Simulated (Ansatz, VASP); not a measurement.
TiO2 in VASP and in Ansatz

```
CELL_PARAMETERS angstrom
4.65445 0.00000 0.00000
0.00000 4.65445 0.00000
0.00000 0.00000 2.99794
ATOMIC_POSITIONS crystal
Ti 0.00000 0.00000 0.00000
Ti 0.50000 0.50000 0.50000
O 0.30600 0.30600 0.00000
O 0.19400 0.80600 0.50000
O 0.69400 0.69400 0.00000
O 0.80600 0.19400 0.50000
```

Change from the starting cell: volume scaled by 1.04.

Alike in both runs: task single point; functional LDA; k mesh 7 × 7 × 10; occupations fermi-dirac, width 0.05 eV; no spin polarisation.

|  | VASP | Ansatz |
| --- | --- | --- |
| version | VASP 6.6.1 | Ansatz 0.2.0 |
| potentials or method | VASP PAW LDA potentials, release 64 (Ti_sv, O), cutoff 520 eV | all-electron LAPW, scalar-relativistic |

Ansatz gave:

- pressure (GPa): -15.9
- traceless stress, the component that is largest in VASP (GPa): -3.69
- rms of the force components (eV/Å): 0.049

**Question.** Estimate VASP's values.

**Answer.** Pressure (GPa): -15.1; traceless stress, the component that is largest in VASP (GPa): -3.43; rms of the force components (eV/Å): 0.034.

LDA's correlation is that of Perdew and Zunger in VASP and of Perdew and Wang (1992) in Ansatz. Atom by atom the forces differ by 0.015 eV/Å (rms over components). Ansatz ran all-electron here, and VASP with PAW potentials.
